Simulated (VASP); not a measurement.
Set up this calculation in VASP 6.6.1, as the native input.

* Task: single point
* Functional: r2SCAN
* Potentials or basis: VASP PAW PBE potentials, release 64 (Al, Pt)
* Cutoff: 520 eV
* k mesh: 6 × 6 × 6
* Occupations: fermi-dirac, width 0.08 eV
* Spin: no spin polarisation
* Dipole correction: no
* Further INCAR settings: ALGO = Normal; EDIFF = 1e-06; NBANDS = 15

Al2Pt:

```
Al Pt
1.0
     0.00000    2.95500    2.95500
     2.95500    0.00000    2.95500
     2.95500    2.95500    0.00000
Al Pt
2 1
Direct
  0.26637 0.21974 0.26199
  0.76455 0.71214 0.77075
  0.99572 0.00942 0.99547
```

One way to write it, as run:

POSCAR

```
Al2Pt
1.0
    0.0000000000      2.9550000000      2.9550000000
    2.9550000000      0.0000000000      2.9550000000
    2.9550000000      2.9550000000      0.0000000000
Al Pt
2 1
Direct
    0.2663683587      0.2197358714      0.2619873096
    0.7645473773      0.7121433164      0.7707477157
   -0.0042758037      0.0094216582     -0.0045275804
```

INCAR.step1

```
SYSTEM = Al2Pt
ALGO     = Normal         ! electronic algorithm
EDIFF    = 1E-4           ! SCF threshold, eV
ENCUT    = 520            ! plane-wave cutoff, eV
GGA      = PE             ! functional
ISMEAR   = -1             ! smearing method
LASPH    = .TRUE.         ! aspherical terms in the spheres
LCHARG   = .FALSE.        ! write CHGCAR
LREAL    = .FALSE.        ! projectors in reciprocal space
LWAVE    = .TRUE.         ! write WAVECAR
NBANDS   = 15             ! bands
NELM     = 60             ! most SCF steps
PREC     = Accurate       ! precision mode
SIGMA    = 0.08           ! smearing width, eV
```

INCAR.step2

```
SYSTEM = Al2Pt
ALGO     = Normal         ! electronic algorithm
EDIFF    = 1E-6           ! SCF threshold, eV
ENCUT    = 520            ! plane-wave cutoff, eV
ISIF     = 2              ! what is computed and relaxed
ISMEAR   = -1             ! smearing method
ISTART   = 1            
LASPH    = .TRUE.         ! aspherical terms in the spheres
LCHARG   = .FALSE.        ! write CHGCAR
LMIXTAU  = .TRUE.       
LREAL    = .FALSE.        ! projectors in reciprocal space
LWAVE    = .FALSE.        ! write WAVECAR
METAGGA  = R2SCAN         ! meta-GGA
NBANDS   = 15             ! bands
NELM     = 60             ! most SCF steps
PREC     = Accurate       ! precision mode
SIGMA    = 0.08           ! smearing width, eV
```

KPOINTS

```
k-points
0
G
  6 6 6
  0 0 0
```

Potentials or basis: VASP PAW PBE potentials, release 64 (Al, Pt).

Command:

```sh
$ cat potpaw_PBE.64/Al/POTCAR potpaw_PBE.64/Pt/POTCAR > POTCAR
$ cp INCAR.step1 INCAR
$ mpirun -np 1 vasp_std > vasp.out
$ cp INCAR.step2 INCAR
$ mpirun -np 1 vasp_std > vasp.out
```

It gave:

The pressure is 0.6 GPa. The largest force is 1.494 eV/Å. The band gap on the k mesh is zero (band 8 reaches 11.71 eV, above the bottom of band 9 at 6.14 eV).

Caveat: the PAW data sets were made with another functional, which shifts forces and pressure a little; spin-orbit coupling is left out, which moves the levels of the heavy elements.

It took 3.1 min on 1 thread of Intel(R) Xeon(R) Platinum 8375C CPU @ 2.90GHz (Ice Lake), on a shared host, peak memory 0.25 GiB.
